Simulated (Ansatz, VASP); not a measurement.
Two plane-wave programs on Li2ClF

```
F Cl Li
1.0
     1.64380    0.94905    5.26376
    -1.64380    0.94905    5.26376
     0.00000   -1.89810    5.26376
F Cl Li
1 1 2
Direct
  0.00000 0.00000 0.00000
  0.50000 0.50000 0.50000
  0.26336 0.26336 0.26336
  0.73664 0.73664 0.73664
```

Alike in both runs: task single point; functional PBE; k mesh 6 × 6 × 6; no spin polarisation.

```csv
,VASP,Ansatz
version,VASP 6.6.1,Ansatz 0.2.0
potentials or method,"VASP PAW PBE potentials, release 64 (F, Cl, Li_sv)","plane waves, PAW"
plane-wave cutoff (eV),520,420
occupations,"gaussian, width 0.01 eV",fixed
valence electrons in the cell,20,20
```

VASP gave:

- gap on the k mesh at the Fermi level (eV): 4.88
- rms of the force components (eV/Å): 0.009

What did Ansatz give for the same quantities?

gap on the k mesh at the Fermi level (eV): 4.86; rms of the force components (eV/Å): 0.009.

Atom by atom the forces differ by 0.001 eV/Å (rms over components).

Noted on VASP's run: the cutoff is short for stress, so the pressure is rough.
